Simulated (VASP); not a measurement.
Input of a VASP 6.6.1 run:

The input INCAR:

```
PREC = Accurate
ENCUT = 520
EDIFF = 1E-6
ISMEAR = -1
SIGMA = 0.05
LREAL = F
LASPH = T
NELM = 80
ALGO = Normal
ISIF = 2
LWAVE = F
LCHARG = F
GGA = PE
NBANDS = 30
```

KPOINTS

```
regular mesh
0
Gamma
  8 8 3
```

Contents of POSCAR:

```
Y
1.0
    3.6904778495      0.0000000000      0.0000000000
   -1.8452389247      3.1960475697      0.0000000000
    0.0000000000      0.0000000000     11.9999920442
Y
4
Direct
    0.6666666667      0.3333333333      0.7500000000
    0.0000000000      0.0000000000      0.5000000000
    0.3333333333      0.6666666667      0.2500000000
    0.0000000000      0.0000000000      0.0000000000
```

Potentials or basis: VASP PAW PBE potentials, release 64 (Y_sv).

Launch:

```console
$ cat potpaw_PBE.64/Y_sv/POTCAR > POTCAR
$ mpirun -np 1 vasp_std > vasp.out
```

(1) Predict the band gap on the k mesh.

(2) What does it give for the pressure?

## Answers

(1) zero (band 22 reaches 3.40 eV, above the bottom of band 23 at 2.39 eV).

(2) -3.0 GPa.
